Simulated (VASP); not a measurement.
# Al (P1) in VASP: notebook

The runs below take Al through single point, with PBEsol.

All numbers are computed with VASP 6.6.1; they aren't measurements. Logs are shortened: lines on timing, memory, paths and dates and some standing lists are left out, and cuts for length are marked.

**1. The cell of the first run**

The typed cell holds 18 atoms: a = 6.886 Å, b = 6.886 Å, c = 6.886 Å, α = 75.56°, β = 75.56°, γ = 75.56°.

**2. Single point, PBEsol**

INCAR

```
SYSTEM = Al
PREC = Accurate
ENCUT = 520
EDIFF = 1E-6
ISMEAR = -1
SIGMA = 0.05
LREAL = Auto
LASPH = .TRUE.
NELM = 100
ALGO = Normal
ISIF = 2
LWAVE = .FALSE.
LCHARG = .FALSE.
GGA = PS
NBANDS = 42
```

KPOINTS

```
regular mesh
0
G
  3 3 3
  0 0 0
```

POSCAR

```
Al
1.0
   -4.2186830272      2.4356577814     -4.8668500000
    4.2186830273      2.4356577814     -4.8668500000
   -0.0000000001     -4.8713155628     -4.8668500000
Al
18
Direct
    0.9764044427      0.9939594473      0.3073831127
    0.3079013811      0.9611590405      0.9966500483
    0.6446681996      0.3078621417      0.2963187088
    0.3104683904      0.6553961772      0.2988471042
    0.9710947485      0.2964377568      0.9794919561
    0.6240308419      1.0007519631      0.6393541625
    0.2782564694      0.3344209165      0.6338233281
    0.6529240520      0.6334539948      0.9769645670
    0.9646385364      0.6575135423      0.6492300268
    0.3660290527      0.0427051644      0.3410098679
    0.6954899561      0.0479437948      0.0178590771
    0.0126754697      0.3870667169      0.3577214707
    0.7094123662      0.7193825393      0.3683556128
    0.3706199962      0.3900265265      0.0197401751
    0.0399905630      0.0477052929      0.6972625875
    0.6880551432      0.3625054418      0.6733411173
    0.0239460875      0.6872182466      0.0201729785
    0.3557449736      0.7083128225      0.6649410430
```

Potentials or basis: VASP PAW PBE potentials, release 64 (Al).

Started as:

```sh
cat potpaw_PBE.64/Al/POTCAR > POTCAR
mpirun -np 1 vasp_std > vasp.out
```

OUTCAR:

```text
SYSTEM = Al
   PREC = Accurate
   ENCUT = 520
   EDIFF = 1E-6
   ISMEAR = -1
   LREAL = Auto
   LASPH = .TRUE.
   NELM = 100
   ISIF = 2
   GGA = PS

 ion  position               nearest neighbor table
   1  0.976  0.994  0.307-   5 2.66   2 2.72   3 2.73   4 2.84  13 2.84  10 2.86   9 2.86   6 2.89
                            12 2.89  15 2.95  11 3.01  17 3.15
   2  0.308  0.961  0.997-   4 2.56  10 2.71   1 2.72   5 2.84   8 2.84   6 2.86  11 2.92  15 2.96
                            17 2.99  18 3.11   7 3.11  14 3.14
   3  0.645  0.308  0.296-   5 2.71   8 2.72   1 2.73   6 2.75  16 2.81  11 2.84  14 2.87  12 2.87
                             4 2.88  10 2.88   7 2.98  13 3.15
   4  0.310  0.655  0.299-   2 2.56  18 2.74   7 2.78   8 2.81   1 2.84  14 2.86   3 2.88  10 2.88
                             9 2.94  12 2.98  17 3.01  13 3.06
   5  0.971  0.296  0.979-   1 2.66   3 2.71   8 2.77   7 2.77  15 2.78  11 2.78   2 2.84  17 2.89
                            12 2.92   9 2.92  14 3.07  16 3.09
   6  0.624  0.001  0.639-  16 2.71   3 2.75   2 2.86   7 2.87  13 2.88  11 2.88   9 2.89   1 2.89
                            10 2.95   8 2.98  18 3.00  15 3.09
   7  0.278  0.334  0.634-   9 2.69  15 2.76   5 2.77   4 2.78  18 2.82  12 2.85   6 2.87  16 2.96
                             3 2.98  14 3.01  10 3.05   2 3.11
   8  0.653  0.633  0.977-   9 2.70   3 2.72   5 2.77  17 2.77  14 2.79   4 2.81   2 2.84   6 2.98
                            11 3.03  13 3.03  16 3.06  18 3.19
   9  0.965  0.658  0.649-   7 2.69   8 2.70  17 2.75  13 2.81  18 2.83   1 2.86   6 2.89   5 2.92
                             4 2.94  15 2.97  12 2.97  16 3.06
  10  0.366  0.043  0.341-   2 2.71  11 2.75  18 2.78  13 2.82  14 2.82   1 2.86   3 2.88   4 2.88
                            15 2.88  12 2.95   6 2.95   7 3.05
  11  0.695  0.048  0.018-  10 2.75   5 2.78  16 2.79  15 2.81  14 2.82   3 2.84  13 2.87   6 2.88
                            17 2.91   2 2.92   1 3.01   8 3.03
  12  0.013  0.387  0.358-  13 2.69  17 2.70  16 2.71   7 2.85   3 2.87  15 2.87   1 2.89   5 2.92
                            14 2.94  10 2.95   9 2.97   4 2.98
  13  0.709  0.719  0.368-  12 2.69  18 2.76   9 2.81  16 2.81  17 2.82  10 2.82   1 2.84  11 2.87
                             6 2.88   8 3.03   4 3.06   3 3.15
  14  0.371  0.390  0.020-  17 2.73   8 2.79  16 2.81  11 2.82  10 2.82  18 2.85   4 2.86   3 2.87
                            12 2.94   7 3.01   5 3.07   2 3.14
  15  0.040  0.048  0.697-   7 2.76  18 2.78   5 2.78  11 2.81  16 2.83  12 2.87  10 2.88  17 2.89
                             1 2.95   2 2.96   9 2.97   6 3.09
  16  0.688  0.363  0.673-  12 2.71   6 2.71  11 2.79   3 2.81  14 2.81  13 2.81  15 2.83  18 2.86
                             7 2.96   8 3.06   9 3.06   5 3.09
  17  0.024  0.687  0.020-  12 2.70  14 2.73   9 2.75   8 2.77  13 2.82   5 2.89  15 2.89  18 2.90
                            11 2.91   2 2.99   4 3.01   1 3.15
  18  0.356  0.708  0.665-   4 2.74  13 2.76  15 2.78  10 2.78   7 2.82   9 2.83  14 2.85  16 2.86
                            17 2.90   6 3.00   2 3.11   8 3.19

  LATTYP: Found a trigonal (rhomboedric) cell.
 ALAT       =     6.8859236297
 COS(alpha) =     0.2493121556

  Lattice vectors:

 A1 = (  -4.2186830272,   2.4356577814,  -4.8668500000)
 A2 = (   4.2186830273,   2.4356577814,  -4.8668500000)
 A3 = (  -0.0000000001,  -4.8713155628,  -4.8668500000)

Analysis of symmetry for initial positions (statically):
=====================================================================
 Subroutine PRICEL returns:
 Original cell was already a primitive cell.

 Routine SETGRP: Setting up the symmetry group for a
 trigonal (rhombohedral) supercell.

 Subroutine GETGRP returns: Found  1 space group operations
 (whereof  1 operations were pure point group operations)
 out of a pool of 12 trial point group operations.

The static configuration has the point symmetry C_1 .

Analysis of symmetry for dynamics (positions and initial velocities):
=====================================================================
 Subroutine PRICEL returns:
 Original cell was already a primitive cell.

 Routine SETGRP: Setting up the symmetry group for a
 trigonal (rhombohedral) supercell.

 Subroutine GETGRP returns: Found  1 space group operations
 (whereof  1 operations were pure point group operations)
 out of a pool of 12 trial point group operations.

The dynamic configuration has the point symmetry C_1 .

 Subroutine INISYM returns: Found  1 space group operations
 (whereof  1 operations are pure point group operations),
 and found     1 'primitive' translations

----------------------------------------------------------------------------------------

                                     Primitive cell

  volume of cell :     300.0491

  direct lattice vectors                    reciprocal lattice vectors
    -4.218683027  2.435657781 -4.866850000    -0.118520400  0.068427785 -0.068490571
     4.218683027  2.435657781 -4.866850000     0.118520400  0.068427785 -0.068490571
    -0.000000000 -4.871315563 -4.866850000     0.000000000 -0.136855570 -0.068490571

  length of vectors
     6.885923630  6.885923630  6.885923630     0.153037267  0.153037267  0.153037267

  position of ions in fractional coordinates (direct lattice)
     0.976404443  0.993959447  0.307383113
     0.307901381  0.961159041  0.996650048
     0.644668200  0.307862142  0.296318709
     0.310468390  0.655396177  0.298847104
     0.971094749  0.296437757  0.979491956
     0.624030842  0.000751963  0.639354162
[... 10 lines left out ...]
     0.023946088  0.687218247  0.020172978
     0.355744974  0.708312822  0.664941043

  ion indices of the primitive-cell ions
   primitive index   ion index
                 1           1
                 2           2
                 3           3
                 4           4
                 5           5
                 6           6
[... 10 lines left out ...]
                17          17
                18          18

----------------------------------------------------------------------------------------

 KPOINTS: regular mesh

Automatic generation of k-mesh.
 Grid dimensions read from file:
 generate k-points for:    3    3    3

 Generating k-lattice:

  Cartesian coordinates                     Fractional coordinates (reciprocal lattice)
    -0.039506800  0.022809262 -0.022830190     0.333333333  0.000000000  0.000000000
     0.039506800  0.022809262 -0.022830190    -0.000000000  0.333333333  0.000000000
     0.000000000 -0.045618523 -0.022830190     0.000000000  0.000000000  0.333333333

  Length of vectors
     0.051012422  0.051012422  0.051012422

  Shift w.r.t. Gamma in fractional coordinates (k-lattice)
     0.000000000  0.000000000  0.000000000

 Subroutine IBZKPT returns following result:
 ===========================================

 Found     14 irreducible k-points:

 Following reciprocal coordinates:
            Coordinates               Weight
  0.000000  0.000000  0.000000      1.000000
  0.333333 -0.000000  0.000000      2.000000
  0.000000  0.333333  0.000000      2.000000
 -0.000000 -0.000000  0.333333      2.000000
  0.333333  0.333333  0.000000      2.000000
 -0.333333  0.000000 -0.333333      2.000000
 -0.000000  0.333333  0.333333      2.000000
 -0.333333  0.333333  0.000000      2.000000
  0.333333 -0.000000 -0.333333      2.000000
 -0.000000 -0.333333  0.333333      2.000000
  0.333333  0.333333  0.333333      2.000000
 -0.333333  0.333333  0.333333      2.000000
  0.333333 -0.333333  0.333333      2.000000
  0.333333  0.333333 -0.333333      2.000000
   k-points           NKPTS =     14   k-points in BZ     NKDIM =     14   number of bands    NBANDS=     42
   number of dos      NEDOS =    301   number of ions     NIONS =     18
   total plane-waves  NPLWV = 157464
   dimension x,y,z NGX =    54 NGY =   54 NGZ =   54
   dimension x,y,z NGXF=   108 NGYF=  108 NGZF=  108
   ions per type =              18
   NGX,Y,Z   is equivalent  to a cutoff of  13.04, 13.04, 13.04 a.u.
   NGXF,Y,Z  is equivalent  to a cutoff of  26.07, 26.07, 26.07 a.u.
 SYSTEM =  Al
   PREC   = accura    normal or accurate (medium, high low for compatibility)
   ISTART =      0    job   : 0-new  1-cont  2-samecut
   ICHARG =      2    charge: 1-file 2-atom 10-const
   ISPIN  =      1    spin polarized calculation?
   LNONCOLLINEAR =      F non collinear calculations
   LSORBIT =      F    spin-orbit coupling
   LASPH  =      T    aspherical Exc in radial PAW
   ENCUT  =  520.0 eV  38.22 Ry    6.18 a.u.  12.80 12.80 12.80*2*pi/ulx,y,z
   NELM   =    100;   NELMIN=  2; NELMDL= -5     # of ELM steps
   EDIFF  = 0.1E-05   stopping-criterion for ELM
   LREAL  =      T    real-space projection
   EDIFFG = 0.1E-04   stopping-criterion for IOM
   NSW    =      0    number of steps for IOM
[... 5 lines left out ...]
   TEBEG  =    0.0;   TEEND  =   0.0 temperature during run
   PSTRESS=    0.0 pullay stress
   NELECT =      54.0000    total number of electrons
   NUPDOWN=      -1.0000    fix difference up-down
   EMIN   =  10.00;   EMAX   =-10.00  energy-range for DOS
   EFERMI =   0.00;   METHOD = LEGACY
   ISMEAR =    -1;   SIGMA  =   0.05  broadening in eV -4-tet -1-fermi 0-gaus
   EFERMI_NEDOS =   21; number of points for ismear=-14 and -15
   IALGO  =     38    algorithm
   IMIX   =      4    mixing-type and parameters
     AMIX     =   0.40;   BMIX     =  1.00
     AMIX_MAG =   1.60;   BMIX_MAG =  1.00
  volume/ion in A,a.u.               =      16.67       112.49
  Fermi-wavevector in a.u.,A,eV,Ry     =   0.924291  1.746656 11.623640  0.854313
  Thomas-Fermi vector in A             =   2.050021
   LORBIT       =      0    0 simple, 1 ext, 2 COOP (PROOUT), +10 PAW based schemes
   GGA     = PS    functional components
   LHFCALC =     F    Hartree Fock is set to
   AEXX    =    0.0000 exact exchange contribution
   IVDW    =     0    specifies the selected vdW correction
   LEPSILON=     F    determine dielectric tensor
   LRPA    =     F    only Hartree local field effects (RPA)
 non-spin polarized calculation
  energy-cutoff  :      520.00
  volume of cell :      300.05
 maximum number of plane-waves:      8148
 NGX is ok and might be reduce to    54
   NGX = 25   NGY = 25   NGZ = 25

 number of electron      54.0000000 magnetization

 Free energy of the ion-electron system (eV)
  ---------------------------------------------------
  ext. energy  EPLUGINS =         0.00000000
  ---------------------------------------------------
  free energy    TOTEN  =       -72.34846178 eV

  energy without entropy =      -72.23644320  energy(sigma->0) =      -72.29245249

 E-fermi :   7.8861     XC(G=0): -10.2123

 val. band max:        7.8845860436   @ k =  -0.3333   0.3333   0.3333
 cond. band min:       7.9077509717   @ k =   0.3333  -0.0000   0.0000
 fundamental gap:      0.0231649281
 Fermi energy:         7.8860653107

 k-point     1 :       0.0000    0.0000    0.0000
  band No.  band energies     occupation
      1      -3.2472      2.00000
      2      -0.0248      2.00000
      3       0.0354      2.00000
      4       0.1287      2.00000
      5       0.2146      2.00000
      6       0.2936      2.00000
[... 31 lines left out ...]
     38      10.3330      0.00000
     39      10.3501      0.00000

 k-point     2 :       0.3333   -0.0000    0.0000
  band No.  band energies     occupation
      1      -2.8654      2.00000
      2      -1.7196      2.00000
      3       0.0378      2.00000
      4       0.1060      2.00000
      5       0.7542      2.00000
      6       0.7788      2.00000
[... 493 lines left out ...]
     38       9.9545      0.00000
     39      10.4040      0.00000

 k-point    14 :       0.3333    0.3333   -0.3333
  band No.  band energies     occupation
      1      -1.9742      2.00000
      2      -1.7013      2.00000
      3      -1.0522      2.00000
      4      -0.8775      2.00000
      5      -0.7000      2.00000
      6       0.6768      2.00000
[... 31 lines left out ...]
     38       9.9271      0.00000
     39      10.4421      0.00000
 [bands above 39 left out]

------------------------ aborting loop because EDIFF is reached ----------------------------------------

  FORCE on cell =-STRESS in cart. coord.  units (eV):
  Direction    XX          YY          ZZ          XY          YZ          ZX
  --------------------------------------------------------------------------------------
  -------------------------------------------------------------------------------------
  Total        1.5348280      2.4807548     -3.7244466      0.5379361      0.4102891     -0.0337350
  in kB        8.1955466     13.2465277    -19.8874893      2.8724265      2.1908274     -0.1801353
  external PRESSURE =       0.5181950 kB  Pullay stress =       0.0000000 kB

 VOLUME and BASIS-vectors are now :
 -----------------------------------------------------------------------------
  energy-cutoff  :      520.00
  volume of cell :      300.05
      direct lattice vectors                 reciprocal lattice vectors
    -4.218683027  2.435657781 -4.866850000    -0.118520400  0.068427785 -0.068490571
     4.218683027  2.435657781 -4.866850000     0.118520400  0.068427785 -0.068490571
    -0.000000000 -4.871315563 -4.866850000     0.000000000 -0.136855570 -0.068490571

 POSITION                                       TOTAL-FORCE (eV/Angst)
 -----------------------------------------------------------------------------------
      0.07406      3.30177    -11.08545        -0.226687     -0.495131      0.040840
      2.75589     -1.76400    -11.02687         0.212524      1.092862      0.361031
     -1.42088      0.87658     -6.07796         0.384618     -0.282544      0.003236
      1.45514      0.89674     -6.15516        -0.251226     -0.412105      0.232278
     -2.84616     -1.68414    -10.93593         0.014219      0.512100     -0.195686
     -2.62942     -1.59274     -6.15237        -0.230439     -0.326351      0.286370
[... 10 lines left out ...]
      2.79814      1.63388     -3.55931         0.216546      0.279051     -0.555002
      1.48737     -0.64746     -8.41478        -0.070430     -0.368049     -0.554962
 -----------------------------------------------------------------------------------
    total drift:                                0.006361     -0.008879     -0.015764

  FREE ENERGIE OF THE ION-ELECTRON SYSTEM (eV)
  ---------------------------------------------------
  free  energy   TOTEN  =       -72.3484617791 eV

  energy  without entropy=      -72.2364431956  energy(sigma->0) =      -72.29245249
```

Run time: 5.4 min. Hardware: 1 thread of Intel Xeon Platinum 8488C (Sapphire Rapids), shared host; peak memory 0.4 GiB.

What came out:

- Free energy: -72.3485 eV
- Pressure: 0.1 GPa
- Largest force: 1.170 eV/Å
- Band gap on the k mesh: zero (bands 27 and 28 overlap by 0.69 eV)

Forces in eV/Å, atoms in the order of the input:
```
Al  -0.227 -0.495  0.041
Al   0.213  1.093  0.361
Al   0.385 -0.283  0.003
Al  -0.251 -0.412  0.232
Al   0.014  0.512 -0.196
Al  -0.230 -0.326  0.286
Al  -0.588  0.031 -0.085
Al   0.518  0.203  0.073
Al   0.198  0.296  0.220
Al   0.200 -0.262 -0.480
Al  -0.271 -0.118  0.221
Al  -0.589  0.035 -0.164
Al   0.243  0.082  0.266
Al   0.000 -0.097  0.428
Al  -0.084 -0.031  0.356
Al   0.325 -0.139 -0.454
Al   0.217  0.279 -0.555
Al  -0.070 -0.368 -0.555
```

Caveat: the atoms stand as in a frame of molecular dynamics; the PAW data sets were made with another functional, which shifts forces and pressure a little.

(Part 1 of 2 ends here.)

The gap in the log of VASP goes by the Fermi energy; the results here count the filled bands.